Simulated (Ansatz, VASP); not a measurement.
# Ga3Sb: VASP beside Ansatz

Contents of INCAR:

```
SYSTEM = Ga3Sb
PREC     = Accurate       ! precision mode
ENCUT    = 520            ! plane-wave cutoff, eV
EDIFF    = 1E-6           ! SCF threshold, eV
ISMEAR   = 0              ! smearing method
SIGMA    = 0.15           ! smearing width, eV
LREAL    = .False.        ! projectors in reciprocal space
LASPH    = .True.         ! aspherical terms in the spheres
NELM     = 100            ! most SCF steps
ALGO     = Fast           ! electronic algorithm
ISIF     = 2              ! what is computed and relaxed
LWAVE    = .False.        ! write WAVECAR
LCHARG   = .False.        ! write CHGCAR
GGA      = PE             ! functional
IVDW     = 12             ! dispersion correction
NBANDS   = 30             ! bands
```

File KPOINTS:

```
Automatic mesh
0
Gamma
  14 14 14
  0 0 0
```

Contents of POSCAR:

```
Ga3Sb
1.0
   -2.4495243973      2.4495243973      3.7580603304
    2.4495243973     -2.4495243973      3.7580603304
    2.4495243973      2.4495243973     -3.7580603304
Ga Sb
3 1
Direct
    0.7500000000      0.2500000000      0.5000000000
    0.2500000000      0.7500000000      0.5000000000
    0.5000000000      0.5000000000      0.0000000000
    0.0000000000      0.0000000000      0.0000000000
```

Input for Ansatz:

```yaml
crystal:
  lattice:
    - [-2.4495243973, 2.4495243973, 3.7580603304]
    - [2.4495243973, -2.4495243973, 3.7580603304]
    - [2.4495243973, 2.4495243973, -3.7580603304]
  atoms:
    - { symbol: Ga, position: [0.75, 0.25, 0.5] }
    - { symbol: Ga, position: [0.25, 0.75, 0.5] }
    - { symbol: Ga, position: [0.5, 0.5, 0.0] }
    - { symbol: Sb, position: [0.0, 0.0, 0.0] }
basis:
  ecutwfc: 420
kpoints:
  mp_grid: { grid: [14, 14, 14] }
hamiltonian:
  xc: pbe
  pseudopotentials: { kind: paw, azcp: { folder: soft_1 } }
  dispersion: d3bj
scf:
  occupations: { method: gaussian, width: 0.15 }
output:
  forces: true
  stress: true
  eigenvalues: true
```

Alike in both runs: task single point; functional PBE; dispersion D3(BJ); k mesh 14 × 14 × 14; occupations gaussian, width 0.15 eV; no spin polarisation.

|  | VASP | Ansatz |
| --- | --- | --- |
| version | VASP 6.6.1 | Ansatz 0.2.0 |
| potentials or method | VASP PAW PBE potentials, release 64 (Ga_d, Sb), cutoff 520 eV | scalar-relativistic, plane waves, PAW |
| valence electrons in the cell | 44 | 54 |

|  | VASP | Ansatz | Ansatz less VASP |
| --- | --- | --- | --- |
| gap on the k mesh at the Fermi level (eV) | none | none | - |
| pressure (GPa) | -3.4 | -3.4 | 0.00 |
| traceless stress, the component that is largest in VASP (GPa) | 0.08 | 0.08 | -0.004 |

A gap of «none» marks a metal or a gap that the smearing closes. VASP's potentials hold 44 valence electrons a cell and Ansatz's 54, so a difference there can come from the potentials and not from the codes.

Neither program's run includes spin-orbit coupling.
